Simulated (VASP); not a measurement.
# TaBi (CsCl type) (Pm-3m) in VASP: further runs

Runs on TaBi (CsCl type). Level: LDA. Tasks: single point.

Everything below comes from runs of VASP 6.6.1. Logs are shortened: lines on timing, memory, paths and dates and some standing lists are left out, and cuts for length are marked.

### 1 The cell of the first run

It takes space group Pm-3m (No. 221, cubic). The conventional cell has a = 3.247 Å, b = 3.247 Å, c = 3.247 Å, α = 90.00°, β = 90.00°, γ = 90.00°. Ta (site symmetry m-3m) has 8 Bi at 2.81 Å and 6 Ta at 3.25 Å within 3.7 Å. Within 3.7 Å of Bi (site symmetry m-3m) lie 8 Ta at 2.81 Å and 6 Bi at 3.25 Å.

### 2 Single point, LDA (volume scaled by 0.84)

Contents of INCAR:

```
SYSTEM = TaBi
PREC = Accurate ; ENCUT = 520
EDIFF = 1E-7 ; ISMEAR = -1
SIGMA = 0.05 ; LREAL = .FALSE.
LASPH = .TRUE. ; NELM = 80
ALGO = Normal ; ISIF = 2
LWAVE = .FALSE. ; LCHARG = .FALSE.
NBANDS = 20
```

Contents of KPOINTS:

```
regular mesh
0
G
  11 11 11
  0 0 0
```

Contents of POSCAR:

```
TaBi
1.0
    3.2467124886      0.0000000000      0.0000000000
    0.0000000000      3.2467124886      0.0000000000
    0.0000000000      0.0000000000      3.2467124886
Ta Bi
1 1
Direct
    0.0000000000      0.0000000000      0.0000000000
    0.5000000000      0.5000000000      0.5000000000
```

Potentials or basis: VASP PAW LDA potentials, release 64 (Ta_pv, Bi_d).

Started as:

```bash
> cat potpaw_LDA.64/Ta_pv/POTCAR potpaw_LDA.64/Bi_d/POTCAR > POTCAR
> mpirun -np 1 vasp_std > vasp.out
```

OUTCAR:

```text
SYSTEM = TaBi
   PREC = Accurate
   ENCUT = 520
   EDIFF = 1E-7
   ISMEAR = -1
   LREAL = .FALSE.
   LASPH = .TRUE.
   NELM = 80
   ISIF = 2

 ion  position               nearest neighbor table
   1  0.000  0.000  0.000-   2 2.81   2 2.81   2 2.81   2 2.81   2 2.81   2 2.81   2 2.81   2 2.81

   2  0.500  0.500  0.500-   1 2.81   1 2.81   1 2.81   1 2.81   1 2.81   1 2.81   1 2.81   1 2.81

  LATTYP: Found a simple cubic cell.
 ALAT       =     3.2467124886

  Lattice vectors:

 A1 = (   3.2467124886,   0.0000000000,   0.0000000000)
 A2 = (   0.0000000000,   3.2467124886,   0.0000000000)
 A3 = (   0.0000000000,   0.0000000000,   3.2467124886)

Analysis of symmetry for initial positions (statically):
=====================================================================
 Subroutine PRICEL returns:
 Original cell was already a primitive cell.

 Routine SETGRP: Setting up the symmetry group for a
 simple cubic supercell.

 Subroutine GETGRP returns: Found 48 space group operations
 (whereof 48 operations were pure point group operations)
 out of a pool of 48 trial point group operations.

The static configuration has the point symmetry O_h .

Analysis of symmetry for dynamics (positions and initial velocities):
=====================================================================
 Subroutine PRICEL returns:
 Original cell was already a primitive cell.

 Routine SETGRP: Setting up the symmetry group for a
 simple cubic supercell.

 Subroutine GETGRP returns: Found 48 space group operations
 (whereof 48 operations were pure point group operations)
 out of a pool of 48 trial point group operations.

The dynamic configuration has the point symmetry O_h .

 Subroutine INISYM returns: Found 48 space group operations
 (whereof 48 operations are pure point group operations),
 and found     1 'primitive' translations

----------------------------------------------------------------------------------------

                                     Primitive cell

  volume of cell :      34.2241

  direct lattice vectors                    reciprocal lattice vectors
     3.246712489  0.000000000  0.000000000     0.308003867  0.000000000  0.000000000
     0.000000000  3.246712489  0.000000000     0.000000000  0.308003867  0.000000000
     0.000000000  0.000000000  3.246712489     0.000000000  0.000000000  0.308003867

  length of vectors
     3.246712489  3.246712489  3.246712489     0.308003867  0.308003867  0.308003867

  position of ions in fractional coordinates (direct lattice)
     0.000000000  0.000000000  0.000000000
     0.500000000  0.500000000  0.500000000

  ion indices of the primitive-cell ions
   primitive index   ion index
                 1           1
                 2           2

----------------------------------------------------------------------------------------

 KPOINTS: regular mesh

Automatic generation of k-mesh.
 Grid dimensions read from file:
 generate k-points for:   11   11   11

 Generating k-lattice:

  Cartesian coordinates                     Fractional coordinates (reciprocal lattice)
     0.028000352  0.000000000  0.000000000     0.090909091  0.000000000  0.000000000
     0.000000000  0.028000352  0.000000000     0.000000000  0.090909091  0.000000000
     0.000000000  0.000000000  0.028000352     0.000000000  0.000000000  0.090909091

  Length of vectors
     0.028000352  0.028000352  0.028000352

  Shift w.r.t. Gamma in fractional coordinates (k-lattice)
     0.000000000  0.000000000  0.000000000

 Subroutine IBZKPT returns following result:
 ===========================================

 Found     56 irreducible k-points:

 Following reciprocal coordinates:
            Coordinates               Weight
  0.000000  0.000000  0.000000      1.000000
  0.090909  0.000000  0.000000      6.000000
  0.181818  0.000000  0.000000      6.000000
  0.272727  0.000000  0.000000      6.000000
  0.363636  0.000000  0.000000      6.000000
  0.454545  0.000000  0.000000      6.000000
[... 16 lines left out ...]
  0.181818  0.090909  0.090909     24.000000
  0.272727  0.090909  0.090909     24.000000
 [... further k-points ...]
   k-points           NKPTS =     56   k-points in BZ     NKDIM =     56   number of bands    NBANDS=     20
   number of dos      NEDOS =    301   number of ions     NIONS =      2
   total plane-waves  NPLWV =  13824
   dimension x,y,z NGX =    24 NGY =   24 NGZ =   24
   dimension x,y,z NGXF=    48 NGYF=   48 NGZF=   48
   ions per type =               1   1
   NGX,Y,Z   is equivalent  to a cutoff of  12.29, 12.29, 12.29 a.u.
   NGXF,Y,Z  is equivalent  to a cutoff of  24.58, 24.58, 24.58 a.u.
 SYSTEM =  TaBi
   PREC   = accura    normal or accurate (medium, high low for compatibility)
   ISTART =      0    job   : 0-new  1-cont  2-samecut
   ICHARG =      2    charge: 1-file 2-atom 10-const
   ISPIN  =      1    spin polarized calculation?
   LNONCOLLINEAR =      F non collinear calculations
   LSORBIT =      F    spin-orbit coupling
   LASPH  =      T    aspherical Exc in radial PAW
   ENCUT  =  520.0 eV  38.22 Ry    6.18 a.u.   6.04  6.04  6.04*2*pi/ulx,y,z
   NELM   =     80;   NELMIN=  2; NELMDL= -5     # of ELM steps
   EDIFF  = 0.1E-06   stopping-criterion for ELM
   LREAL  =      F    real-space projection
   EDIFFG = 0.1E-05   stopping-criterion for IOM
   NSW    =      0    number of steps for IOM
   IBRION =     -1    ionic relax: 0-MD 1-quasi-New 2-CG
   NFREE  =      0    steps in history (QN), initial steepest desc. (CG)
   ISIF   =      2    stress and relaxation
   ISYM   =      2    0-nonsym 1-usesym 2-fastsym
   POTIM  = 0.5000    time-step for ionic-motion
   TEBEG  =    0.0;   TEEND  =   0.0 temperature during run
   PSTRESS=    0.0 pullay stress
   NELECT =      26.0000    total number of electrons
   NUPDOWN=      -1.0000    fix difference up-down
   EMIN   =  10.00;   EMAX   =-10.00  energy-range for DOS
   EFERMI =   0.00;   METHOD = LEGACY
   ISMEAR =    -1;   SIGMA  =   0.05  broadening in eV -4-tet -1-fermi 0-gaus
   EFERMI_NEDOS =   21; number of points for ismear=-14 and -15
   IALGO  =     38    algorithm
   IMIX   =      4    mixing-type and parameters
     AMIX     =   0.40;   BMIX     =  1.00
     AMIX_MAG =   1.60;   BMIX_MAG =  1.00
  volume/ion in A,a.u.               =      17.11       115.48
  Fermi-wavevector in a.u.,A,eV,Ry     =   1.493787  2.822849 30.360050  2.231401
  Thomas-Fermi vector in A             =   2.606143
   LORBIT       =      0    0 simple, 1 ext, 2 COOP (PROOUT), +10 PAW based schemes
   GGA     = CA    functional components
   LHFCALC =     F    Hartree Fock is set to
   AEXX    =    0.0000 exact exchange contribution
   IVDW    =     0    specifies the selected vdW correction
   LEPSILON=     F    determine dielectric tensor
   LRPA    =     F    only Hartree local field effects (RPA)
 non-spin polarized calculation
  energy-cutoff  :      520.00
  volume of cell :       34.22
 maximum number of plane-waves:       937
   NGX = 13   NGY = 13   NGZ = 13

 number of electron      26.0000002 magnetization

 Free energy of the ion-electron system (eV)
  ---------------------------------------------------
  ext. energy  EPLUGINS =         0.00000000
  ---------------------------------------------------
  free energy    TOTEN  =       -15.74583018 eV

  energy without entropy =      -15.73885093  energy(sigma->0) =      -15.74234056

 E-fermi :  12.0567     XC(G=0): -13.3779

 val. band max:       11.9088446511   @ k =   0.2727   0.1818   0.1818
 cond. band min:      12.0678979154   @ k =   0.4545   0.4545   0.0000
 fundamental gap:      0.1590532643
 Fermi energy:        12.0566882435

 k-point     1 :       0.0000    0.0000    0.0000
  band No.  band energies     occupation
      1     -22.4167      2.00000
      2     -22.4167      2.00000
      3     -22.4167      2.00000
      4     -11.4694      2.00000
      5     -11.4694      2.00000
      6     -11.1539      2.00000
[... 12 lines left out ...]
     19      23.9526      0.00000
     20      23.9552      0.00000

 k-point     2 :       0.0909    0.0000    0.0000
  band No.  band energies     occupation
      1     -22.4425      2.00000
      2     -22.4157      2.00000
      3     -22.4157      2.00000
      4     -11.4667      2.00000
      5     -11.4423      2.00000
      6     -11.1575      2.00000
[... 12 lines left out ...]
     19      22.4813      0.00000
     20      24.1309      0.00000

 k-point     3 :       0.1818    0.0000    0.0000
  band No.  band energies     occupation
      1     -22.5110      2.00000
      2     -22.4128      2.00000
      3     -22.4128      2.00000
      4     -11.4595      2.00000
      5     -11.3696      2.00000
      6     -11.1670      2.00000
[... 12 lines left out ...]
     19      21.1431      0.00000
     20      24.7737      0.00000

 k-point     4 :       0.2727    0.0000    0.0000
  band No.  band energies     occupation
      1     -22.5993      2.00000
      2     -22.4090      2.00000
      3     -22.4090      2.00000
      4     -11.4500      2.00000
      5     -11.2738      2.00000
      6     -11.1794      2.00000
[... 12 lines left out ...]
     19      20.1002      0.00000
     20      24.7281      0.00000

 k-point     5 :       0.3636    0.0000    0.0000
  band No.  band energies     occupation
      1     -22.6790      2.00000
      2     -22.4055      2.00000
      3     -22.4055      2.00000
      4     -11.4413      2.00000
      5     -11.1906      2.00000
      6     -11.1906      2.00000
[... 12 lines left out ...]
     19      20.2270      0.00000
     20      22.8073      0.00000

 k-point     6 :       0.4545    0.0000    0.0000
  band No.  band energies     occupation
      1     -22.7258      2.00000
      2     -22.4035      2.00000
      3     -22.4035      2.00000
      4     -11.4361      2.00000
      5     -11.1971      2.00000
      6     -11.1971      2.00000
[... 12 lines left out ...]
     19      20.7806      0.00000
     20      21.5304      0.00000

 k-point     7 :       0.0909    0.0909    0.0000
  band No.  band energies     occupation
      1     -22.4448      2.00000
      2     -22.4374      2.00000
      3     -22.4144      2.00000
      4     -11.4521      2.00000
      5     -11.4275      2.00000
      6     -11.1628      2.00000
[... 12 lines left out ...]
     19      22.3992      0.00000
     20      23.1609      0.00000
[... 277 lines left out ...]
 k-point    20 :       0.4545    0.3636    0.0000
  band No.  band energies     occupation
      1     -22.6742      2.00000
      2     -22.6245      2.00000
      3     -22.3704      2.00000
      4     -11.3702      2.00000
      5     -11.3108      2.00000
      6     -11.2545      2.00000
[... 12 lines left out ...]
     19      20.6020      0.00000
     20      22.2833      0.00000

 k-point    21 :       0.4545    0.4545    0.0000
  band No.  band energies     occupation
      1     -22.6654      2.00000
      2     -22.6635      2.00000
      3     -22.3643      2.00000
      4     -11.4005      2.00000
      5     -11.3005      2.00000
      6     -11.2646      2.00000
[... 12 lines left out ...]
     19      20.8277      0.00000
     20      20.8724      0.00000

 k-point    22 :       0.0909    0.0909    0.0909
  band No.  band energies     occupation
      1     -22.4461      2.00000
      2     -22.4363      2.00000
      3     -22.4363      2.00000
      4     -11.4252      2.00000
      5     -11.4252      2.00000
      6     -11.1662      2.00000
[... 12 lines left out ...]
     19      22.6304      0.00000
     20      22.6304      0.00000

 k-point    23 :       0.1818    0.0909    0.0909
  band No.  band energies     occupation
      1     -22.5072      2.00000
      2     -22.4367      2.00000
      3     -22.4334      2.00000
      4     -11.4192      2.00000
      5     -11.3529      2.00000
      6     -11.1811      2.00000
[... 12 lines left out ...]
     19      21.5275      0.00000
     20      23.3766      0.00000

 k-point    24 :       0.2727    0.0909    0.0909
  band No.  band energies     occupation
      1     -22.5930      2.00000
      2     -22.4301      2.00000
      3     -22.4295      2.00000
      4     -11.4112      2.00000
      5     -11.2577      2.00000
      6     -11.2021      2.00000
[... 12 lines left out ...]
     19      21.7392      0.00000
     20      23.3224      0.00000

 [... further k-points ...]
[... 5 lines left out ...]
  --------------------------------------------------------------------------------------
  -------------------------------------------------------------------------------------
  Total        8.2866657      8.2866657      8.2866657     -0.0000000     -0.0000000     -0.0000000
  in kB      387.9349477    387.9349477    387.9349477     -0.0000000     -0.0000000     -0.0000000
  external PRESSURE =     387.9349477 kB  Pullay stress =       0.0000000 kB

 VOLUME and BASIS-vectors are now :
 -----------------------------------------------------------------------------
  energy-cutoff  :      520.00
  volume of cell :       34.22
      direct lattice vectors                 reciprocal lattice vectors
     3.246712489  0.000000000  0.000000000     0.308003867  0.000000000  0.000000000
     0.000000000  3.246712489  0.000000000     0.000000000  0.308003867  0.000000000
     0.000000000  0.000000000  3.246712489     0.000000000  0.000000000  0.308003867

 POSITION                                       TOTAL-FORCE (eV/Angst)
 -----------------------------------------------------------------------------------
      0.00000      0.00000      0.00000         0.000000      0.000000      0.000000
      1.62336      1.62336      1.62336         0.000000      0.000000      0.000000
 -----------------------------------------------------------------------------------
    total drift:                                0.000000      0.000000     -0.000000

  FREE ENERGIE OF THE ION-ELECTRON SYSTEM (eV)
  ---------------------------------------------------
  free  energy   TOTEN  =       -15.7458301807 eV

  energy  without entropy=      -15.7388509338  energy(sigma->0) =      -15.74234056
```

It took 14 s on 1 thread of Intel Xeon 6975P-C (Granite Rapids), shared host; peak memory 0.15 GiB.

What came out:

```yaml
Free_energy: -15.7458 eV
Pressure: 38.8 GPa
Band_gap_on_the_k_mesh: zero (band 13 reaches 14.46 eV, above the bottom of band 14 at 11.38 eV)
```

Caveat: the cell differs from its parent crystal (volume scaled by 0.84); spin-orbit coupling is left out, which moves the levels of the heavy elements.

### 3 Single point, LDA (volume scaled by 0.84)

Contents of INCAR:

```
SYSTEM = TaBi
PREC = Accurate
ENCUT = 520
EDIFF = 1E-7
ISMEAR = -1
SIGMA = 0.05
LREAL = .FALSE.
LASPH = .TRUE.
NELM = 100
ALGO = Normal
ISIF = 2
LWAVE = .FALSE.
LCHARG = .TRUE.
GGA = CA
LELF = .TRUE.
LVHAR = .TRUE.
NBANDS = 20
```

Contents of KPOINTS:

```
Automatic mesh
0
G
  11 11 11
  0 0 0
```

POSCAR is that of step 2.

Potentials or basis: VASP PAW LDA potentials, release 64 (Ta_pv, Bi_d).

Started as:

```bash
> cat potpaw_LDA.64/Ta_pv/POTCAR potpaw_LDA.64/Bi_d/POTCAR > POTCAR
> mpirun -np 1 vasp_std > vasp.out
```

It took 13 s on 1 thread of Intel Xeon 6975P-C (Granite Rapids), shared host; peak memory 0.15 GiB.

Results (log left out):

```yaml
Free_energy: -15.7458 eV
Pressure: 38.8 GPa
Band_gap_on_the_k_mesh: zero (band 13 reaches 14.46 eV, above the bottom of band 14 at 11.38 eV)
```

Levels at points of the mesh, in eV from the Fermi level:
| k point | band 9 | band 10 | band 11 | band 12 | band 13 | band 14 | band 15 | band 16 | band 17 | band 18 |
| --- | --- | --- | --- | --- | --- | --- | --- | --- | --- | --- |
| (0.00, 0.00, 0.00) | -15.77 | -3.03 | -3.03 | 0.88 | 0.88 | 0.88 | 1.87 | 1.87 | 1.87 | 4.94 |

Caveat: the cell differs from its parent crystal (volume scaled by 0.84); spin-orbit coupling is left out, which moves the levels of the heavy elements.

### 4 Single point, LDA (volume scaled by 0.92)

Contents of INCAR:

```
SYSTEM = TaBi
  ALGO = Normal
  EDIFF = 1E-7
  ENCUT = 520
  GGA = CA
  ISIF = 2
  ISMEAR = -1
  LASPH = .TRUE.
  LCHARG = .FALSE.
  LREAL = .FALSE.
  LWAVE = .FALSE.
  NBANDS = 20
  NELM = 60
  PREC = Accurate
  SIGMA = 0.05
```

Contents of KPOINTS:

```
k-points
0
G
  11 11 11
  0 0 0
```

Contents of POSCAR:

```
TaBi
1.0
    3.3466735035      0.0000000000      0.0000000000
    0.0000000000      3.3466735035      0.0000000000
    0.0000000000      0.0000000000      3.3466735035
Ta Bi
1 1
Direct
    0.0000000000      0.0000000000      0.0000000000
    0.5000000000      0.5000000000      0.5000000000
```

Started as:

```bash
> cat potpaw_LDA.64/Ta_pv/POTCAR potpaw_LDA.64/Bi_d/POTCAR > POTCAR
> mpirun -np 1 vasp_std > vasp.out
```

Wall time 22 s (1 thread of Intel Xeon 6975P-C (Granite Rapids), shared host); peak memory 0.16 GiB.

Results (log left out):

```yaml
Free_energy: -16.2792 eV
Pressure: 15.3 GPa
Band_gap_on_the_k_mesh: zero (band 13 reaches 12.77 eV, above the bottom of band 14 at 10.19 eV)
```

Levels at points of the mesh, in eV from the Fermi level:
```csv
k point,band 10,band 11,band 12,band 13,band 14,band 15,band 16,band 17
"(0.00, 0.00, 0.00)",-2.66,-2.66,0.72,0.72,0.72,1.68,1.68,1.68
```

Caveat: the cell differs from its parent crystal (volume scaled by 0.92); spin-orbit coupling is left out, which moves the levels of the heavy elements.

### 5 Single point, LDA (volume scaled by 0.92)

Contents of INCAR:

```
SYSTEM = TaBi
PREC = Accurate ; ENCUT = 520
EDIFF = 1E-6 ; ISMEAR = -1
SIGMA = 0.05 ; LREAL = .FALSE.
LASPH = .TRUE. ; NELM = 100
ALGO = Normal ; ISIF = 2
LWAVE = .FALSE. ; LCHARG = .TRUE.
LELF = .TRUE. ; LVHAR = .TRUE.
NBANDS = 20
```

Contents of KPOINTS:

```
Automatic mesh
0
G
  11 11 11
  0 0 0
```

POSCAR is that of step 4.

Started as:

```bash
> cat potpaw_LDA.64/Ta_pv/POTCAR potpaw_LDA.64/Bi_d/POTCAR > POTCAR
> mpirun -np 1 vasp_std > vasp.out
```

Run time: 21 s. Hardware: 1 thread of Intel Xeon 6975P-C (Granite Rapids), shared host; peak memory 0.16 GiB.

It converged, with:

```yaml
Free_energy: -16.2792 eV
Pressure: 15.3 GPa
Band_gap_on_the_k_mesh: zero (band 13 reaches 12.77 eV, above the bottom of band 14 at 10.19 eV)
```

Levels at points of the mesh, in eV from the Fermi level:
```
           k point  band 10  band 11  band 12  band 13  band 14  band 15  band 16  band 17
(0.00, 0.00, 0.00)    -2.66    -2.66     0.72     0.72     0.72     1.68     1.68     1.68
```

Caveat: the cell differs from its parent crystal (volume scaled by 0.92); spin-orbit coupling is left out, which moves the levels of the heavy elements.

### 6 Single point, LDA

This run uses another cell than the first one, of 20.37 Å³/atom, 1.190 times its volume.

Contents of INCAR:

```
SYSTEM = TaBi
ALGO = Normal ; EDIFF = 1E-6
ENCUT = 520 ; GGA = CA
ISIF = 2 ; ISMEAR = -1
LASPH = .True. ; LCHARG = .True.
LELF = .True. ; LREAL = .False.
LVHAR = .True. ; LWAVE = .False.
NBANDS = 20 ; NELM = 100
PREC = Accurate ; SIGMA = 0.05
```

Contents of KPOINTS:

```
k-points
0
Gamma
  11 11 11
  0 0 0
```

Contents of POSCAR:

```
TaBi
1.0
    3.4409952215      0.0000000000      0.0000000000
    0.0000000000      3.4409952215      0.0000000000
    0.0000000000      0.0000000000      3.4409952215
Ta Bi
1 1
Direct
    0.0000000000      0.0000000000      0.0000000000
    0.5000000000      0.5000000000      0.5000000000
```

Potentials or basis: VASP PAW LDA potentials, release 64 (Ta_pv, Bi_d).

Started as:

```bash
> cat potpaw_LDA.64/Ta_pv/POTCAR potpaw_LDA.64/Bi_d/POTCAR > POTCAR
> mpirun -np 1 vasp_std > vasp.out
```

It took 23 s on 1 thread of Intel Xeon 6975P-C (Granite Rapids), shared host; peak memory 0.17 GiB.

It converged, with:

```yaml
Free_energy: -16.4287 eV
Pressure: 0.4 GPa
Band_gap_on_the_k_mesh: zero (band 13 reaches 11.36 eV, above the bottom of band 14 at 9.16 eV)
```

Levels at points of the mesh, in eV from the Fermi level:
| k point | band 9 | band 10 | band 11 | band 12 | band 13 | band 14 | band 15 | band 16 | band 17 | band 18 |
| --- | --- | --- | --- | --- | --- | --- | --- | --- | --- | --- |
| (0.00, 0.00, 0.00) | -14.24 | -2.35 | -2.35 | 0.62 | 0.62 | 0.62 | 1.51 | 1.51 | 1.51 | 2.80 |

Caveat: spin-orbit coupling is left out, which moves the levels of the heavy elements.

### 7 The runs side by side

| cell | gap on the mesh (eV) | pressure (GPa) |
| --- | --- | --- |
| a = 3.247 Å, 2 atoms | none | 38.8 |
| a = 3.347 Å, 2 atoms | none | 15.3 |
| a = 3.441 Å, 2 atoms | none | 0.4 |

Alike in all rows: task single point; level LDA; potentials or basis VASP PAW LDA potentials, release 64 (Ta_pv, Bi_d); no spin polarisation; k mesh 11 × 11 × 11; cutoff (eV) 520; smearing fermi-dirac 0.05 eV.

Caveats: spin-orbit coupling is left out, which moves the levels of the heavy elements.

Absolute energies hang on the potentials; compare differences alone.
